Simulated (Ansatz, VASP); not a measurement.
# Two plane-wave programs on Ti2Te2Pt

```
Ti Te Pt
1.0
     4.99098    0.00000    0.00000
    -2.49549    4.32232    0.00000
     0.00000    0.00000    5.51951
Ti Te Pt
2 2 1
Direct
  0.33333 0.66667 0.50000
  0.66667 0.33333 0.50000
  0.33333 0.66667 0.00000
  0.66667 0.33333 0.00000
  0.00000 0.00000 0.50000
```

Alike in both runs: functional PBE; k mesh 12 × 12 × 8; occupations gaussian, width 0.1 eV; collinear spin.

Ansatz relaxed the structure, and its values are those at the end. VASP's run is a single point on that final structure, the one shown.

```csv
,VASP,Ansatz
version,VASP 6.6.1,Ansatz 0.2.0
potentials or method,"VASP PAW PBE potentials, release 64 (Ti_sv, Te, Pt), cutoff 520 eV","scalar-relativistic, plane waves, PAW"
valence electrons in the cell,46,74
```

Ansatz gave:

* gap on the k mesh at the Fermi level (eV): none
* pressure (GPa): 0.0
* net moment per atom (μB): 0.00

Task: What did VASP give for the same quantities?

Result: gap on the k mesh at the Fermi level (eV): none; pressure (GPa): -0.1; net moment per atom (μB): 0.00.

A gap of «none» marks a metal or a gap that the smearing closes. The functional is the same, so the differences come from potentials, cutoffs and numerics. VASP's potentials hold 46 valence electrons a cell and Ansatz's 74, so a difference there can come from the potentials and not from the codes. Ansatz's warnings: seeded moment not kept.

Neither program's run includes spin-orbit coupling.
